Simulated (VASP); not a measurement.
# TiO2 in VASP: further runs

Runs on TiO2. Level: PBE. Tasks: single point.

All numbers are computed with VASP 6.6.1; they aren't measurements. Logs are shortened: lines on timing, memory, paths and dates and some standing lists are left out, and cuts for length are marked.

## (1) The cell of the first run

The cell holds an amorphous packing of atoms, 18 atoms: a = 5.969 Å, b = 6.077 Å, c = 5.962 Å, α = 91.03°, β = 92.39°, γ = 91.22°.

## (2) Single point, PBE

File INCAR:

```
SYSTEM = TiO2
ALGO = Normal ; EDIFF = 1E-6
ENCUT = 520 ; GGA = PE
ISIF = 2 ; ISMEAR = -1
ISYM = 0 ; LASPH = .True.
LCHARG = .False. ; LREAL = Auto
LWAVE = .False. ; NBANDS = 87
NELM = 100 ; PREC = Accurate
SIGMA = 0.2111
```

File KPOINTS:

```
k-points
0
Gamma
  1 1 1
  0 0 0
```

File POSCAR:

```
TiO2
1.0
    5.9678230000     -0.0646880000     -0.1248110000
   -0.0646880000      6.0763150000     -0.0548890000
   -0.1248110000     -0.0548890000      5.9604060000
Ti O
6 12
Direct
    0.9279902930      0.1685157711      0.9694487353
    0.5131079815      0.8130202657      0.5414984130
   -0.0116595678      0.5559719664      0.6576187097
    0.7547188011      0.5502678251      0.2093204488
    0.1503173430      0.1054590246      0.4868830745
    0.4100624368     -0.0032147087      0.0265681315
    1.0269356534      0.8628277272      0.6142696684
    0.5264782536      0.3908522522      0.0904293712
    0.1992878626      0.2938664723      0.7479954141
    0.9784080204      0.3727658409      0.3436829350
    0.7165097111      0.8430937134      0.2845269038
    0.3128251150      0.6529351794      0.4015338845
    0.6861740369      0.0558474718      0.8546084746
    0.0783543232      1.0012784455      0.1566370905
    0.6642835445      0.5597641360      0.5409106002
    0.4546703406      0.1187559366      0.3624362593
    0.4168697394      0.7760513056      0.8430235472
    0.9519783558      0.4905670464      0.9592145410
```

Potentials or basis: VASP PAW PBE potentials, release 64 (Ti_sv, O).

Started as:

```console
$ cat potpaw_PBE.64/Ti_sv/POTCAR potpaw_PBE.64/O/POTCAR > POTCAR
$ mpirun -np 1 vasp_gam > vasp.out
```

OUTCAR:

```text
SYSTEM = TiO2
   EDIFF = 1E-6
   ENCUT = 520
   GGA = PE
   ISIF = 2
   ISMEAR = -1
   ISYM = 0
   LASPH = .True.
   LREAL = Auto
   NELM = 100
   PREC = Accurate

 ion  position               nearest neighbor table
   1  0.928  0.169  0.969-  13 1.70  14 1.76  18 1.96   9 2.26
   2  0.513  0.813  0.541-  12 1.71  15 1.80  17 1.93  11 2.00  16 2.19   5 2.84
   3  0.988  0.556  0.658-  18 1.87   7 1.90  15 2.03   9 2.11  10 2.16
   4  0.755  0.550  0.209-   8 1.77  11 1.85  10 1.90  18 1.97  15 2.07
   5  0.150  0.105  0.487-   7 1.83   9 1.92  16 1.99  14 2.08  10 2.11   2 2.84
   6  0.410  0.997  0.027-  17 1.72  13 2.01  16 2.13  14 2.16
   7  0.027  0.863  0.614-   5 1.83   3 1.90
   8  0.526  0.391  0.090-   4 1.77
   9  0.199  0.294  0.748-   5 1.92   3 2.11   1 2.26
  10  0.978  0.373  0.344-   4 1.90   5 2.11   3 2.16
  11  0.717  0.843  0.285-   4 1.85   2 2.00
  12  0.313  0.653  0.402-   2 1.71
  13  0.686  0.056  0.855-   1 1.70   6 2.01
  14  0.078  0.001  0.157-   1 1.76   5 2.08   6 2.16
  15  0.664  0.560  0.541-   2 1.80   3 2.03   4 2.07
  16  0.455  0.119  0.362-   5 1.99   6 2.13   2 2.19
  17  0.417  0.776  0.843-   6 1.72   2 1.93
  18  0.952  0.491  0.959-   3 1.87   1 1.96   4 1.97

IMPORTANT INFORMATION: All symmetrisations will be switched off!
NOSYMM: (Re-)initialisation of all symmetry stuff for point group C_1.

----------------------------------------------------------------------------------------

                                     Primitive cell

  volume of cell :     216.0000

  direct lattice vectors                    reciprocal lattice vectors
     5.967823000 -0.064688000 -0.124811000     0.167658758  0.001816748  0.003527507
    -0.064688000  6.076315000 -0.054889000     0.001816748  0.164606808  0.001553896
    -0.124811000 -0.054889000  5.960406000     0.003527507  0.001553896  0.167861982

  length of vectors
     5.969478510  6.076907217  5.961965303     0.167705704  0.164624167  0.167906232

  position of ions in fractional coordinates (direct lattice)
     0.927990293  0.168515771  0.969448735
     0.513107981  0.813020266  0.541498413
     0.988340432  0.555971966  0.657618710
     0.754718801  0.550267825  0.209320449
     0.150317343  0.105459025  0.486883074
     0.410062437  0.996785291  0.026568131
[... 10 lines left out ...]
     0.416869739  0.776051306  0.843023547
     0.951978356  0.490567046  0.959214541

  ion indices of the primitive-cell ions
   primitive index   ion index
                 1           1
                 2           2
                 3           3
                 4           4
                 5           5
                 6           6
[... 10 lines left out ...]
                17          17
                18          18

----------------------------------------------------------------------------------------

 KPOINTS: k-points

Automatic generation of k-mesh.
 Grid dimensions read from file:
 generate k-points for:    1    1    1

 Generating k-lattice:

  Cartesian coordinates                     Fractional coordinates (reciprocal lattice)
     0.167658758  0.001816748  0.003527507     1.000000000 -0.000000000 -0.000000000
     0.001816748  0.164606808  0.001553896    -0.000000000  1.000000000  0.000000000
     0.003527507  0.001553896  0.167861982     0.000000000  0.000000000  1.000000000

  Length of vectors
     0.167705704  0.164624167  0.167906232

  Shift w.r.t. Gamma in fractional coordinates (k-lattice)
     0.000000000  0.000000000  0.000000000

 Subroutine IBZKPT returns following result:
 ===========================================

 Found      1 irreducible k-points:

 Following reciprocal coordinates:
            Coordinates               Weight
  0.000000  0.000000  0.000000      1.000000
   k-points           NKPTS =      1   k-points in BZ     NKDIM =      1   number of bands    NBANDS=     87
   number of dos      NEDOS =    301   number of ions     NIONS =     18
   total plane-waves  NPLWV = 110592
   dimension x,y,z NGX =    48 NGY =   48 NGZ =   48
   dimension x,y,z NGXF=    96 NGYF=   96 NGZF=   96
   ions per type =               6  12
   NGX,Y,Z   is equivalent  to a cutoff of  13.37, 13.13, 13.38 a.u.
   NGXF,Y,Z  is equivalent  to a cutoff of  26.74, 26.26, 26.77 a.u.
 SYSTEM =  TiO2
   PREC   = accura    normal or accurate (medium, high low for compatibility)
   ISTART =      0    job   : 0-new  1-cont  2-samecut
   ICHARG =      2    charge: 1-file 2-atom 10-const
   ISPIN  =      1    spin polarized calculation?
   LNONCOLLINEAR =      F non collinear calculations
   LSORBIT =      F    spin-orbit coupling
   LASPH  =      T    aspherical Exc in radial PAW
   ENCUT  =  520.0 eV  38.22 Ry    6.18 a.u.  11.10 11.30 11.09*2*pi/ulx,y,z
   NELM   =    100;   NELMIN=  2; NELMDL= -5     # of ELM steps
   EDIFF  = 0.1E-05   stopping-criterion for ELM
   LREAL  =      T    real-space projection
   EDIFFG = 0.1E-04   stopping-criterion for IOM
   NSW    =      0    number of steps for IOM
   IBRION =     -1    ionic relax: 0-MD 1-quasi-New 2-CG
   NFREE  =      0    steps in history (QN), initial steepest desc. (CG)
   ISIF   =      2    stress and relaxation
   ISYM   =      0    0-nonsym 1-usesym 2-fastsym
   POTIM  = 0.5000    time-step for ionic-motion
   TEBEG  =    0.0;   TEEND  =   0.0 temperature during run
   PSTRESS=    0.0 pullay stress
   NELECT =     144.0000    total number of electrons
   NUPDOWN=      -1.0000    fix difference up-down
   EMIN   =  10.00;   EMAX   =-10.00  energy-range for DOS
   EFERMI =   0.00;   METHOD = LEGACY
   ISMEAR =    -1;   SIGMA  =   0.21  broadening in eV -4-tet -1-fermi 0-gaus
   EFERMI_NEDOS =   21; number of points for ismear=-14 and -15
   IALGO  =     38    algorithm
   IMIX   =      4    mixing-type and parameters
     AMIX     =   0.40;   BMIX     =  1.00
     AMIX_MAG =   1.60;   BMIX_MAG =  1.00
  volume/ion in A,a.u.               =      12.00        80.98
  Fermi-wavevector in a.u.,A,eV,Ry     =   1.430137  2.702568 27.827898  2.045293
  Thomas-Fermi vector in A             =   2.550015
   LORBIT       =      0    0 simple, 1 ext, 2 COOP (PROOUT), +10 PAW based schemes
   GGA     = PE    functional components
   LHFCALC =     F    Hartree Fock is set to
   AEXX    =    0.0000 exact exchange contribution
   IVDW    =     0    specifies the selected vdW correction
   LEPSILON=     F    determine dielectric tensor
   LRPA    =     F    only Hartree local field effects (RPA)
 non-spin polarized calculation
  energy-cutoff  :      520.00
  volume of cell :      216.00
 maximum number of plane-waves:      2896
 NGX is ok and might be reduce to    48
   NGX = 23   NGY = 23   NGZ = 23

 number of electron     143.9999993 magnetization

 Free energy of the ion-electron system (eV)
  ---------------------------------------------------
  ext. energy  EPLUGINS =         0.00000000
  ---------------------------------------------------
  free energy    TOTEN  =      -150.86774168 eV

  energy without entropy =     -150.66634305  energy(sigma->0) =     -150.76704237

 E-fermi :   4.4386     XC(G=0): -10.5167

 val. band max:        3.6729930150   @ k =   0.0000   0.0000   0.0000
 cond. band min:       5.2057239232   @ k =   0.0000   0.0000   0.0000
 fundamental gap:      1.5327309082
 Fermi energy:         4.4385703125

 k-point     1 :       0.0000    0.0000    0.0000
  band No.  band energies     occupation
      1     -53.7949      2.00000
      2     -53.7777      2.00000
      3     -53.5793      2.00000
      4     -53.3959      2.00000
      5     -52.1868      2.00000
      6     -52.1588      2.00000
[... 76 lines left out ...]
     83       6.6892      0.00005
     84       6.7819      0.00003
 [bands above 84 left out]

------------------------ aborting loop because EDIFF is reached ----------------------------------------

  FORCE on cell =-STRESS in cart. coord.  units (eV):
  Direction    XX          YY          ZZ          XY          YZ          ZX
  --------------------------------------------------------------------------------------
  -------------------------------------------------------------------------------------
  Total        4.9427645      4.0473251     -1.4362367     -9.2223743      0.6221104     -0.0163660
  in kB       36.6628950     30.0209837    -10.6532682    -68.4068480      4.6144960     -0.1213949
  external PRESSURE =      18.6768702 kB  Pullay stress =       0.0000000 kB

 VOLUME and BASIS-vectors are now :
 -----------------------------------------------------------------------------
  energy-cutoff  :      520.00
  volume of cell :      216.00
      direct lattice vectors                 reciprocal lattice vectors
     5.967823000 -0.064688000 -0.124811000     0.167658758  0.001816748  0.003527507
    -0.064688000  6.076315000 -0.054889000     0.001816748  0.164606808  0.001553896
    -0.124811000 -0.054889000  5.960406000     0.003527507  0.001553896  0.167861982

 POSITION                                       TOTAL-FORCE (eV/Angst)
 -----------------------------------------------------------------------------------
      5.40618      0.91071      5.65323         1.709601      2.924252     -0.110143
      2.94196      4.87725      3.11888         0.062219      0.434323     -1.832833
      5.78020      3.27823      3.76580         0.314779      0.702628     -1.874206
      4.44231      3.28329      1.12323        -2.496693     -0.288723      0.322566
      0.82948      0.60435      2.87747         0.915424      1.670843     -2.892384
      2.37938      6.02880      0.05246         2.421533      2.104705      3.006827
[... 10 lines left out ...]
      2.33238      4.64229      4.93014        -1.663559     -0.570763      0.834472
      5.52978      2.86661      5.57156        -0.953955      1.020966     -1.314499
 -----------------------------------------------------------------------------------
    total drift:                               -0.014998      0.011070      0.000564

  FREE ENERGIE OF THE ION-ELECTRON SYSTEM (eV)
  ---------------------------------------------------
  free  energy   TOTEN  =      -150.8677416801 eV

  energy  without entropy=     -150.6663430545  energy(sigma->0) =     -150.76704237
```

Wall time 1.7 min (1 thread of Intel Xeon Platinum 8488C (Sapphire Rapids), shared host); peak memory 0.3 GiB.

What came out:

* Free energy: -150.8677 eV
* Pressure: 1.9 GPa
* Largest force: 5.715 eV/Å
* Band gap on the k mesh: 1.53 eV

Forces in eV/Å, atoms in the order of the input:
```
Ti   1.710  2.924 -0.110
Ti   0.062  0.434 -1.833
Ti   0.315  0.703 -1.874
Ti  -2.497 -0.289  0.323
Ti   0.915  1.671 -2.892
Ti   2.422  2.105  3.007
O   -0.366  0.025  1.166
O    1.404  0.024 -0.222
O   -1.403 -2.316 -0.799
O    0.689 -1.760  2.670
O   -0.971  0.352 -2.234
O   -1.532  1.195  0.245
O   -1.380 -0.255 -0.699
O    1.707 -0.811 -0.748
O    4.718 -2.558  1.965
O   -3.174 -1.892  2.514
O   -1.664 -0.571  0.834
O   -0.954  1.021 -1.314
```

Levels at points of the mesh, in eV from the valence-band top:
```
           k point  band 69  band 70  band 71  band 72  band 73  band 74  band 75  band 76
(0.00, 0.00, 0.00)    -0.62    -0.43    -0.13     0.00     1.53     1.67     2.02     2.16
```

Caveat: the k points lie up to 1.05 Å⁻¹ apart.

## (3) Single point, PBE

File INCAR:

```
PREC = Accurate ; ENCUT = 520
EDIFF = 1E-6 ; ISMEAR = -1
SIGMA = 0.2111 ; LREAL = Auto
LASPH = True ; NELM = 60
ALGO = Normal ; ISIF = 2
LWAVE = False ; LCHARG = False
GGA = PE ; ISYM = 0
NBANDS = 87
```

File KPOINTS:

```
regular mesh
0
Gamma
  1 1 1
```

File POSCAR:

```
TiO2
1.0
    5.9678230000     -0.0646880000     -0.1248110000
   -0.0646880000      6.0763150000     -0.0548890000
   -0.1248110000     -0.0548890000      5.9604060000
Ti O
6 12
Direct
    0.9595856202      0.2159313271      0.9777020383
    0.5679671461      0.8895111229      0.5786244970
    0.0575475454      0.5977417676      0.6127572542
    0.6946116529      0.5762730257      0.1381404597
    0.1374260447      0.1006122425      0.4502880823
    0.4322908414      0.0249719902      0.1091958064
    1.0256033444      0.8706630935      0.5989357781
    0.6072965518      0.3000780987      0.0967453017
    0.2033104943      0.2504328850      0.8287333777
    0.9872844856      0.3231644035      0.3863297458
    0.6898546439      0.9045643413      0.2564914337
    0.3204653513      0.7336051242      0.4778108157
    0.7257718933      0.0833331430      0.7968571921
    0.0699031065      0.9744309968      0.1341578442
    0.7324389111      0.6284704709      0.4749684080
    0.4324637316      0.1820149237      0.4455682797
    0.4472801888      0.7575893572      0.9177961719
    0.9414852253      0.5347208433      0.9348227293
```

Potentials or basis: VASP PAW PBE potentials, release 64 (Ti_sv, O).

Started as:

```console
$ cat potpaw_PBE.64/Ti_sv/POTCAR potpaw_PBE.64/O/POTCAR > POTCAR
$ mpirun -np 1 vasp_gam > vasp.out
```

It took 98 s on 1 thread of Intel Xeon Platinum 8488C (Sapphire Rapids), shared host; peak memory 0.3 GiB.

It converged, with:

```
Free energy            : -152.7782 eV
Pressure               : 0.3 GPa
Largest force          : 4.250 eV/Å
Band gap on the k mesh : 2.00 eV
```

Forces on the atoms (eV/Å):
```
Ti  -2.238 -1.217 -0.816
Ti   2.173 -0.393 -0.091
Ti  -0.898 -2.264  0.244
Ti   0.486  2.453  0.057
Ti   1.249 -2.014  0.030
Ti   2.302 -0.811 -1.922
O   -3.001  1.976  2.269
O   -1.090  0.923  0.302
O    0.715 -0.443 -1.170
O   -1.075  3.767 -0.541
O   -2.678  1.171 -0.835
O    0.708 -1.044 -0.696
O    0.242 -0.297 -0.110
O    3.095  1.063  1.879
O    0.719 -2.055  0.594
O   -0.296 -2.218 -0.512
O    0.924  0.250  0.916
O   -1.338  1.152  0.403
```

Stress tensor (GPa, compression positive):
```
 1.51 -6.15 -7.38
-6.15  6.02 -3.37
-7.38 -3.37 -6.73
```

Levels at points of the mesh, in eV from the valence-band top:
```tsv
k point	band 69	band 70	band 71	band 72	band 73	band 74	band 75	band 76
(0.00, 0.00, 0.00)	-0.80	-0.71	-0.43	0.00	2.00	2.12	2.32	2.44
```

Caveat: the k points lie up to 1.05 Å⁻¹ apart.

## (4) Single point, PBE

File INCAR:

```
PREC     = Accurate       # precision mode
ENCUT    = 520            # plane-wave cutoff, eV
EDIFF    = 1E-6           # SCF threshold, eV
ISMEAR   = -1             # smearing method
SIGMA    = 0.2111         # smearing width, eV
LREAL    = Auto         
LASPH    = T              # aspherical terms in the spheres
NELM     = 80             # most SCF steps
ALGO     = Normal         # electronic algorithm
ISIF     = 2              # what is computed and relaxed
LWAVE    = F              # write WAVECAR
LCHARG   = F              # write CHGCAR
GGA      = PE             # functional
NBANDS   = 87             # bands
ISYM     = 0
```

KPOINTS is that of step 3.

File POSCAR:

```
TiO2
1.0
    5.9678230000     -0.0646880000     -0.1248110000
   -0.0646880000      6.0763150000     -0.0548890000
   -0.1248110000     -0.0548890000      5.9604060000
Ti O
6 12
Direct
    0.9345080057      0.1947271455      0.9022030139
    0.4977427302      0.8168809633      0.6976638080
   -0.0397686861      0.5664669814      0.6115318716
    0.6618895433      0.5252026510      0.1864205130
    0.0701194926      0.0688809139      0.4216371315
    0.5235829651      0.0323020546      0.1434882021
    0.9399303367      0.9616644306      0.6785838824
    0.4641139945      0.3110356236      0.2031703824
    0.1624948345      0.3590316073      0.7431666616
    0.9111365450      0.3645821478      0.3572004009
    0.7767626960      0.9546838212      0.2970066417
    0.2135003654      0.6972044997      0.5455418728
    0.6376615309      0.0403622309      0.8702213601
    0.1764407599      1.0658501075      0.1030879766
    0.6318997650      0.6354329910      0.4764649125
    0.3701955093      0.0309441064      0.4970199954
    0.4520163872      0.6789554000      0.9621389550
    0.7784251328      0.4336029384      0.9018796792
```

Started as:

```console
$ cat potpaw_PBE.64/Ti_sv/POTCAR potpaw_PBE.64/O/POTCAR > POTCAR
$ mpirun -np 1 vasp_gam > vasp.out
```

It took 99 s on 1 thread of Intel Xeon Platinum 8488C (Sapphire Rapids), shared host; peak memory 0.3 GiB.

The run converged. Its results:

| Quantity | Value |
| --- | --- |
| Free energy | -153.5347 eV |
| Pressure | 6.3 GPa |
| Largest force | 6.335 eV/Å |
| Band gap on the k mesh | 2.09 eV |

Forces in eV/Å, atoms in the order of the input:
```
Ti   5.191 -3.609  0.410
Ti  -0.814 -1.489 -2.830
Ti   1.308 -0.790  0.087
Ti  -0.923  0.112 -0.095
Ti   0.434  0.720 -0.093
Ti  -2.315 -1.646  1.934
O    0.296 -0.253 -0.178
O    1.253  1.772  0.051
O   -2.763 -1.466 -0.079
O    0.611  0.259 -0.138
O   -0.002 -0.084 -2.063
O   -1.209 -0.074 -0.209
O   -0.924  1.401  0.374
O   -2.010 -0.455  0.328
O    0.718  0.423  1.866
O    0.765  0.598 -0.170
O    0.340  1.522  1.330
O    0.046  3.058 -0.525
```

Stress tensor (GPa, compression positive):
```
 3.64  2.38 -6.71
 2.38 11.14  1.47
-6.71  1.47  4.05
```

Levels at points of the mesh, in eV from the valence-band top:
```
           k point  band 69  band 70  band 71  band 72  band 73  band 74  band 75  band 76
(0.00, 0.00, 0.00)    -0.62    -0.40    -0.32     0.00     2.09     2.42     2.54     2.70
```

Caveat: the k points lie up to 1.05 Å⁻¹ apart.
